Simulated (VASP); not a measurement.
# SiO2 (I4_1/amd) in VASP: further runs

Runs on SiO2. Level: PBE. Tasks: single point.

Everything below comes from runs of VASP 6.6.1. Logs are shortened: lines on timing, memory, paths and dates and some standing lists are left out, and cuts for length are marked.

## 1. The cell of the first run

The structure is tetragonal, space group I4_1/amd (No. 141). The conventional cell has a = 3.312 Å, b = 3.312 Å, c = 9.284 Å, α = 90.00°, β = 90.00°, γ = 90.00°. Within 2.3 Å of Si (site symmetry -4m2) lie 6 O at 1.73 to 1.83 Å. O (site symmetry 2mm) has 3 Si at 1.73 to 1.83 Å and 2 O at 2.13 Å within 2.3 Å.

## 2. Single point, PBE

File INCAR:

```
SYSTEM = SiO2
PREC     = Accurate       ! precision mode
ENCUT    = 520            ! plane-wave cutoff, eV
EDIFF    = 1E-6           ! SCF threshold, eV
ISMEAR   = 0              ! smearing method
SIGMA    = 0.1            ! smearing width, eV
LREAL    = .FALSE.        ! projectors in reciprocal space
LASPH    = .TRUE.         ! aspherical terms in the spheres
NELM     = 100            ! most SCF steps
ALGO     = Normal         ! electronic algorithm
ISIF     = 2              ! what is computed and relaxed
LWAVE    = .FALSE.        ! write WAVECAR
LCHARG   = .FALSE.        ! write CHGCAR
GGA      = PE             ! functional
NBANDS   = 25             ! bands
```

File KPOINTS:

```
regular mesh
0
G
  8 8 8
  0 0 0
```

File POSCAR:

```
SiO2
1.0
   -1.6561680300      1.6561680300      4.6417888100
    1.6561680300     -1.6561680300      4.6417888100
    1.6561680300      1.6561680300     -4.6417888100
Si O
2 4
Direct
    0.0000000000      0.0000000000      0.0000000000
    0.7500000000      0.2500000000      0.5000000000
    0.8026239900      0.8026239900      0.0000000000
    0.9473760100      0.4473760100      0.5000000000
    0.5526239900      0.0526239900      0.5000000000
    0.1973760100      0.1973760100      0.0000000000
```

Potentials or basis: VASP PAW PBE potentials, release 64 (Si, O).

The run is started by

```sh
$ cat potpaw_PBE.64/Si/POTCAR potpaw_PBE.64/O/POTCAR > POTCAR
$ mpirun -np 1 vasp_std > vasp.out
```

OUTCAR:

```text
SYSTEM = SiO2
   PREC = Accurate
   ENCUT = 520
   EDIFF = 1E-6
   ISMEAR = 0
   LREAL = .FALSE.
   LASPH = .TRUE.
   NELM = 100
   ISIF = 2
   GGA = PE

 ion  position               nearest neighbor table
   1  0.000  0.000  0.000-   5 1.73   4 1.73   5 1.73   4 1.73   3 1.83   6 1.83   2 2.85   2 2.85
                             2 2.85   2 2.85
   2  0.750  0.250  0.500-   3 1.73   6 1.73   3 1.73   6 1.73   5 1.83   4 1.83   1 2.85   1 2.85
                             1 2.85   1 2.85
   3  0.803  0.803  0.000-   2 1.73   2 1.73   1 1.83
   4  0.947  0.447  0.500-   1 1.73   1 1.73   2 1.83
   5  0.553  0.053  0.500-   1 1.73   1 1.73   2 1.83
   6  0.197  0.197  0.000-   2 1.73   2 1.73   1 1.83

  LATTYP: Found a body centered tetragonal cell.
 ALAT       =     3.3123360600
 C/A-ratio  =     2.8027281809

  Lattice vectors:

 A1 = (  -1.6561680300,   1.6561680300,   4.6417888100)
 A2 = (   1.6561680300,  -1.6561680300,   4.6417888100)
 A3 = (   1.6561680300,   1.6561680300,  -4.6417888100)

Analysis of symmetry for initial positions (statically):
=====================================================================
 Subroutine PRICEL returns:
 Original cell was already a primitive cell.

 Routine SETGRP: Setting up the symmetry group for a
 body centered tetragonal supercell.

 Subroutine GETGRP returns: Found 16 space group operations
 (whereof  8 operations were pure point group operations)
 out of a pool of 16 trial point group operations.

The static configuration has the point symmetry D_2d.
 The point group associated with its full space group is D_4h.

Analysis of symmetry for dynamics (positions and initial velocities):
=====================================================================
 Subroutine PRICEL returns:
 Original cell was already a primitive cell.

 Routine SETGRP: Setting up the symmetry group for a
 body centered tetragonal supercell.

 Subroutine GETGRP returns: Found 16 space group operations
 (whereof  8 operations were pure point group operations)
 out of a pool of 16 trial point group operations.

The dynamic configuration has the point symmetry D_2d.
 The point group associated with its full space group is D_4h.

 Subroutine INISYM returns: Found 16 space group operations
 (whereof  8 operations are pure point group operations),
 and found     1 'primitive' translations

----------------------------------------------------------------------------------------

                                     Primitive cell

  volume of cell :      50.9277

  direct lattice vectors                    reciprocal lattice vectors
    -1.656168030  1.656168030  4.641788810     0.000000000  0.301901734  0.107717094
     1.656168030 -1.656168030  4.641788810     0.301901734  0.000000000  0.107717094
     1.656168030  1.656168030 -4.641788810     0.301901734  0.301901734  0.000000000

  length of vectors
     5.199229601  5.199229601  5.199229601     0.320542710  0.320542710  0.426953527

  position of ions in fractional coordinates (direct lattice)
     0.000000000  0.000000000  0.000000000
     0.750000000  0.250000000  0.500000000
     0.802623990  0.802623990  0.000000000
     0.947376010  0.447376010  0.500000000
     0.552623990  0.052623990  0.500000000
     0.197376010  0.197376010  0.000000000

  ion indices of the primitive-cell ions
   primitive index   ion index
                 1           1
                 2           2
                 3           3
                 4           4
                 5           5
                 6           6

----------------------------------------------------------------------------------------

 KPOINTS: regular mesh

Automatic generation of k-mesh.
 Grid dimensions read from file:
 generate k-points for:    8    8    8

 Generating k-lattice:

  Cartesian coordinates                     Fractional coordinates (reciprocal lattice)
     0.000000000  0.037737717  0.013464637     0.125000000  0.000000000 -0.000000000
     0.037737717  0.000000000  0.013464637     0.000000000  0.125000000 -0.000000000
     0.037737717  0.037737717  0.000000000     0.000000000  0.000000000  0.125000000

  Length of vectors
     0.040067839  0.040067839  0.053369191

  Shift w.r.t. Gamma in fractional coordinates (k-lattice)
     0.000000000  0.000000000  0.000000000

 Subroutine IBZKPT returns following result:
 ===========================================

 Found     59 irreducible k-points:

 Following reciprocal coordinates:
            Coordinates               Weight
  0.000000  0.000000  0.000000      1.000000
  0.125000  0.000000 -0.000000      8.000000
  0.250000  0.000000 -0.000000      8.000000
  0.375000  0.000000 -0.000000      8.000000
  0.500000  0.000000 -0.000000      4.000000
  0.125000  0.125000 -0.000000      8.000000
[... 16 lines left out ...]
  0.250000  0.125000  0.125000     16.000000
  0.375000  0.125000  0.125000      8.000000
 [... further k-points ...]
   k-points           NKPTS =     59   k-points in BZ     NKDIM =     59   number of bands    NBANDS=     25
   number of dos      NEDOS =    301   number of ions     NIONS =      6
   total plane-waves  NPLWV =  64000
   dimension x,y,z NGX =    40 NGY =   40 NGZ =   40
   dimension x,y,z NGXF=    80 NGYF=   80 NGZF=   80
   ions per type =               2   4
   NGX,Y,Z   is equivalent  to a cutoff of  12.79, 12.79, 12.79 a.u.
   NGXF,Y,Z  is equivalent  to a cutoff of  25.58, 25.58, 25.58 a.u.
 SYSTEM =  SiO2
   PREC   = accura    normal or accurate (medium, high low for compatibility)
   ISTART =      0    job   : 0-new  1-cont  2-samecut
   ICHARG =      2    charge: 1-file 2-atom 10-const
   ISPIN  =      1    spin polarized calculation?
   LNONCOLLINEAR =      F non collinear calculations
   LSORBIT =      F    spin-orbit coupling
   LASPH  =      T    aspherical Exc in radial PAW
   ENCUT  =  520.0 eV  38.22 Ry    6.18 a.u.   9.67  9.67  9.67*2*pi/ulx,y,z
   NELM   =    100;   NELMIN=  2; NELMDL= -5     # of ELM steps
   EDIFF  = 0.1E-05   stopping-criterion for ELM
   LREAL  =      F    real-space projection
   EDIFFG = 0.1E-04   stopping-criterion for IOM
   NSW    =      0    number of steps for IOM
   IBRION =     -1    ionic relax: 0-MD 1-quasi-New 2-CG
   NFREE  =      0    steps in history (QN), initial steepest desc. (CG)
   ISIF   =      2    stress and relaxation
   ISYM   =      2    0-nonsym 1-usesym 2-fastsym
   POTIM  = 0.5000    time-step for ionic-motion
   TEBEG  =    0.0;   TEEND  =   0.0 temperature during run
   PSTRESS=    0.0 pullay stress
   NELECT =      32.0000    total number of electrons
   NUPDOWN=      -1.0000    fix difference up-down
   EMIN   =  10.00;   EMAX   =-10.00  energy-range for DOS
   EFERMI =   0.00;   METHOD = LEGACY
   ISMEAR =     0;   SIGMA  =   0.10  broadening in eV -4-tet -1-fermi 0-gaus
   EFERMI_NEDOS =   21; number of points for ismear=-14 and -15
   IALGO  =     38    algorithm
   IMIX   =      4    mixing-type and parameters
     AMIX     =   0.40;   BMIX     =  1.00
     AMIX_MAG =   1.60;   BMIX_MAG =  1.00
  volume/ion in A,a.u.               =       8.49        57.28
  Fermi-wavevector in a.u.,A,eV,Ry     =   1.402190  2.649754 26.750903  1.966136
  Thomas-Fermi vector in A             =   2.524976
   LORBIT       =      0    0 simple, 1 ext, 2 COOP (PROOUT), +10 PAW based schemes
   GGA     = PE    functional components
   LHFCALC =     F    Hartree Fock is set to
   AEXX    =    0.0000 exact exchange contribution
   IVDW    =     0    specifies the selected vdW correction
   LEPSILON=     F    determine dielectric tensor
   LRPA    =     F    only Hartree local field effects (RPA)
 non-spin polarized calculation
 Gauss-broadening in eV      SIGMA  =   0.10
  energy-cutoff  :      520.00
  volume of cell :       50.93
 maximum number of plane-waves:      1392
   NGX = 19   NGY = 19   NGZ = 19

 number of electron      31.9999997 magnetization

 Free energy of the ion-electron system (eV)
  ---------------------------------------------------
  ext. energy  EPLUGINS =         0.00000000
  ---------------------------------------------------
  free energy    TOTEN  =       -45.29848986 eV

  energy without entropy =      -45.29848986  energy(sigma->0) =      -45.29848986

 E-fermi :   6.5880     XC(G=0): -11.5467

 val. band max:        6.1346567458   @ k =  -0.2500   0.2500   0.0000
 cond. band min:      12.5801689600   @ k =   0.0000   0.0000   0.0000
 fundamental gap:      6.4455122142
 Fermi energy:         6.5879827648

 k-point     1 :       0.0000    0.0000    0.0000
  band No.  band energies     occupation
      1     -15.4838      2.00000
      2     -12.7400      2.00000
      3     -11.6326      2.00000
      4     -10.0071      2.00000
      5      -1.4084      2.00000
      6      -1.4084      2.00000
[... 17 lines left out ...]
     24      19.8424      0.00000
     25      20.8437      0.00000

 k-point     2 :       0.1250    0.0000   -0.0000
  band No.  band energies     occupation
      1     -15.3519      2.00000
      2     -12.8070      2.00000
      3     -11.5326      2.00000
      4     -10.1909      2.00000
      5      -1.8983      2.00000
      6      -1.3862      2.00000
[... 17 lines left out ...]
     24      20.2992      0.00000
     25      20.5402      0.00000

 k-point     3 :       0.2500    0.0000   -0.0000
  band No.  band energies     occupation
      1     -14.9836      2.00000
      2     -12.9077      2.00000
      3     -11.4329      2.00000
      4     -10.6233      2.00000
      5      -2.3578      2.00000
      6      -1.3244      2.00000
[... 552 lines left out ...]
 k-point    23 :       0.2500    0.1250    0.1250
  band No.  band energies     occupation
      1     -14.0235      2.00000
      2     -12.7944      2.00000
      3     -11.7930      2.00000
      4     -11.2036      2.00000
      5      -3.7788      2.00000
      6      -1.6718      2.00000
[... 17 lines left out ...]
     24      19.9643      0.00000
     25      21.5916      0.00000

 k-point    24 :       0.3750    0.1250    0.1250
  band No.  band energies     occupation
      1     -13.7398      2.00000
      2     -12.5493      2.00000
      3     -12.3567      2.00000
      4     -11.1803      2.00000
      5      -3.6828      2.00000
      6      -2.0013      2.00000
[... 17 lines left out ...]
     24      20.3210      0.00000
     25      21.4795      0.00000

 [... further k-points ...]
[... 5 lines left out ...]
  --------------------------------------------------------------------------------------
  -------------------------------------------------------------------------------------
  Total        9.0987654      9.0987654      0.7824815      0.0000000      0.0000000      0.0000000
  in kB      286.2456436    286.2456436     24.6167390      0.0000000      0.0000000      0.0000000
  external PRESSURE =     199.0360087 kB  Pullay stress =       0.0000000 kB

 VOLUME and BASIS-vectors are now :
 -----------------------------------------------------------------------------
  energy-cutoff  :      520.00
  volume of cell :       50.93
      direct lattice vectors                 reciprocal lattice vectors
    -1.656168030  1.656168030  4.641788810     0.000000000  0.301901734  0.107717094
     1.656168030 -1.656168030  4.641788810     0.301901734  0.000000000  0.107717094
     1.656168030  1.656168030 -4.641788810     0.301901734  0.301901734  0.000000000

 POSITION                                       TOTAL-FORCE (eV/Angst)
 -----------------------------------------------------------------------------------
      0.00000      0.00000      0.00000         0.000000      0.000000      0.000000
      0.00000      1.65617      2.32089         0.000000      0.000000      0.000000
      0.00000      0.00000      7.45122        -0.000000      0.000000     -1.140700
      0.00000      1.65617      4.15325         0.000000     -0.000000      1.140700
      0.00000      1.65617      0.48854         0.000000     -0.000000     -1.140700
      0.00000      0.00000      1.83236        -0.000000      0.000000      1.140700
 -----------------------------------------------------------------------------------
    total drift:                               -0.000000      0.000000      0.000000

  FREE ENERGIE OF THE ION-ELECTRON SYSTEM (eV)
  ---------------------------------------------------
  free  energy   TOTEN  =       -45.2984898627 eV

  energy  without entropy=      -45.2984898627  energy(sigma->0) =      -45.29848986
```

Wall time 49 s (1 thread of Intel Xeon 6975P-C (Granite Rapids), shared host); peak memory 0.24 GiB.

Results:

```yaml
Free_energy: -45.2985 eV
Pressure: 19.9 GPa
Largest_force: 1.141 eV/Å
Band_gap_on_the_k_mesh: 6.45 eV, indirect (least direct gap 6.79 eV)
```

Forces in eV/Å, atoms in the order of the input:
```
Si   0.000  0.000  0.000
Si   0.000  0.000  0.000
O    0.000  0.000 -1.141
O    0.000  0.000  1.141
O    0.000  0.000 -1.141
O    0.000  0.000  1.141
```

Caveat: forces of over 1 eV/Å act on the atoms, so gaps and moduli don't describe the material at rest. Expect the measured gap to be larger: semilocal functionals such as PBE lack the derivative discontinuity.

## 3. Single point, PBE

This run uses another cell than the first one, of 8.83 Å³/atom, 1.040 times its volume.

File INCAR:

```
SYSTEM = SiO2
  PREC = Accurate
  ENCUT = 520
  EDIFF = 1E-6
  ISMEAR = 0
  SIGMA = 0.1
  LREAL = .FALSE.
  LASPH = .TRUE.
  NELM = 100
  ALGO = Normal
  ISIF = 2
  LWAVE = .FALSE.
  LCHARG = .TRUE.
  GGA = PE
  LELF = .TRUE.
  LVHAR = .TRUE.
  NBANDS = 25
```

KPOINTS is that of step 2.

File POSCAR:

```
SiO2
1.0
   -1.7632771062      1.7632771062      4.2605086905
    1.7632771062     -1.7632771062      4.2605086905
    1.7632771062      1.7632771062     -4.2605086905
Si O
2 4
Direct
    0.0000000000      0.0000000000      0.0000000000
    0.7500000000      0.2500000000      0.5000000000
    0.7921852661      0.7921852661      0.0000000000
    0.9578147339      0.4578147339      0.5000000000
    0.5421852661      0.0421852661      0.5000000000
    0.2078147339      0.2078147339      0.0000000000
```

Potentials or basis: VASP PAW PBE potentials, release 64 (Si, O).

The run is started by

```sh
$ cat potpaw_PBE.64/Si/POTCAR potpaw_PBE.64/O/POTCAR > POTCAR
$ mpirun -np 1 vasp_std > vasp.out
```

Wall time 52 s (1 thread of Intel Xeon 6975P-C (Granite Rapids), shared host); peak memory 0.25 GiB.

The run converged. Its results:

- Free energy: -46.0383 eV
- Pressure: 0.1 GPa
- Largest force: 0.007 eV/Å
- Band gap on the k mesh: 5.81 eV, indirect (least direct gap 6.44 eV)

Forces in eV/Å, atoms in the order of the input:
```
Si   0.000  0.000  0.000
Si   0.000  0.000  0.000
O    0.000  0.000 -0.007
O    0.000  0.000  0.007
O    0.000  0.000 -0.007
O    0.000  0.000  0.007
```

Stress tensor (GPa, compression positive):
```
-0.02  0.00  0.00
 0.00 -0.02  0.00
 0.00  0.00  0.49
```

Levels at points of the mesh, in eV from the valence-band top:
```tsv
k point	band 13	band 14	band 15	band 16	band 17	band 18	band 19	band 20
(0.00, 0.00, 0.00)	-0.83	-0.83	-0.63	-0.63	5.81	8.35	11.11	11.87
(0.50, 0.00, 0.00)	-1.84	-1.79	-1.22	-1.19	8.66	8.69	10.99	11.16
(0.50, 0.50, 0.00)	-2.00	-2.00	-0.07	-0.07	9.65	9.65	10.76	10.76
(0.50, 0.50, 0.50)	-2.05	-2.05	-0.42	-0.42	7.18	7.18	10.13	10.13
```

(Part 1 of 2 ends here.)
